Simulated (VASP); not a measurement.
# MgH6Pb2N: relaxation of cell and atoms with PBE

The system is MgH6Pb2N.

```
CELL_PARAMETERS angstrom
0.00000 3.71914 3.71914
3.71914 0.00000 3.71914
3.71914 3.71914 0.00000
ATOMIC_POSITIONS crystal
H 0.73920 0.26080 0.26080
H 0.26080 0.73920 0.26080
H 0.26080 0.73920 0.73920
H 0.73920 0.26080 0.73920
H 0.26080 0.26080 0.73920
H 0.73920 0.73920 0.26080
Pb 0.25000 0.25000 0.25000
Pb 0.75000 0.75000 0.75000
N 0.50000 0.50000 0.50000
Mg 0.00000 0.00000 0.00000
```

| Property | Result |
| --- | --- |
| Program | VASP 6.6.1 |
| Task | relaxation of cell and atoms |
| Functional | PBE |
| Potentials or basis | VASP PAW PBE potentials, release 64 (H, Pb_d, N, Mg) |
| Cutoff | 600 eV |
| k mesh | 8 × 8 × 8 |
| Occupations | fermi-dirac, width 0.0244 eV |
| Spin | no spin polarisation |
| Target pressure | 5 GPa |
| Dipole correction | no |
| Further INCAR settings | ALGO = Normal; EDIFF = 1e-06; IBRION = 2; EDIFFG = -0.03; NSW = 60; ISIF = 3 |

```
Relaxed volume                                         : 10.19 Å³/atom
Relaxed cell                                           : a = 5.244 Å, b = 5.244 Å, c = 5.244 Å, α = 60.00°, β = 60.00°, γ = 60.00°
Space group after relaxing (to 0.05 Å)                 : Fm-3m (No. 225)
Energy change on relaxing (the enthalpy is what falls) : -169.6 meV/atom
Ionic steps                                            : 14
Pressure after relaxing                                : 4.9 GPa
Largest force after relaxing                           : 0.013 eV/Å
```

Forces in eV/Å, atoms in the order of the input:
```
H    0.013  0.000  0.000
H    0.000  0.013  0.000
H   -0.013  0.000  0.000
H    0.000 -0.013  0.000
H    0.000  0.000  0.013
H    0.000  0.000 -0.013
Pb   0.000  0.000  0.000
Pb   0.000  0.000  0.000
N    0.000  0.000  0.000
Mg   0.000  0.000  0.000
```

The path:
```
step  energy change (eV)  largest force (eV/Å)  pressure (GPa)  volume (Å³)
   1              0.0000                0.8888            3.22       102.89
   2             -0.1859                0.8533            3.90       101.19
   3             -0.6530                0.7861            7.04        96.21
   4             -0.5602                0.3281           21.45        86.75
   5             -0.8678                0.6131           11.36        91.97
   6             -0.8076                0.1648           16.96        88.64
   7             -0.8750                0.3980           14.36        90.00
   8             -1.1268                0.2048           12.70        92.02
   9             -1.3998                0.3328           10.72        96.11
  10             -1.5884                0.1067            7.35        99.15
  11             -1.6805                0.0343            5.19       101.46
  12             -1.6839                0.0402            5.09       101.57
  13             -1.6871                0.0335            5.04       101.66
  14             -1.6964                0.0133            4.94       101.94
```

Final structure:
```yaml
crystal:
  lattice:
    - [0.00000, 3.70775, 3.70775]
    - [3.70775, 0.00000, 3.70775]
    - [3.70775, 3.70775, 0.00000]
  atoms:
    - { symbol: H, position: [0.67784, 0.32216, 0.32216] }
    - { symbol: H, position: [0.32216, 0.67784, 0.32216] }
    - { symbol: H, position: [0.32216, 0.67784, 0.67784] }
    - { symbol: H, position: [0.67784, 0.32216, 0.67784] }
    - { symbol: H, position: [0.32216, 0.32216, 0.67784] }
    - { symbol: H, position: [0.67784, 0.67784, 0.32216] }
    - { symbol: Pb, position: [0.25000, 0.25000, 0.25000] }
    - { symbol: Pb, position: [0.75000, 0.75000, 0.75000] }
    - { symbol: N, position: [0.50000, 0.50000, 0.50000] }
    - { symbol: Mg, position: [0.00000, 0.00000, 0.00000] }
```

Levels at points of the mesh, in eV from the Fermi level:
```tsv
k point	band 19	band 20	band 21	band 22	band 23	band 24
(0.00, 0.00, 0.00)	-1.65	-1.34	-1.34	0.55	0.55	0.55
(0.50, 0.00, 0.00)	-2.14	-1.22	0.48	0.48	1.53	1.53
(0.50, 0.50, 0.00)	-1.59	-1.16	-1.08	2.84	2.84	3.56
```

It took 15 min on 1 thread of Oxide Virtual Turin-like Processor (shared host), peak memory 0.31 GiB.

Caveat: the cell is relaxed towards a set pressure, so the enthalpy falls and the energy may rise; spin-orbit coupling is left out, which moves the levels of the heavy elements.
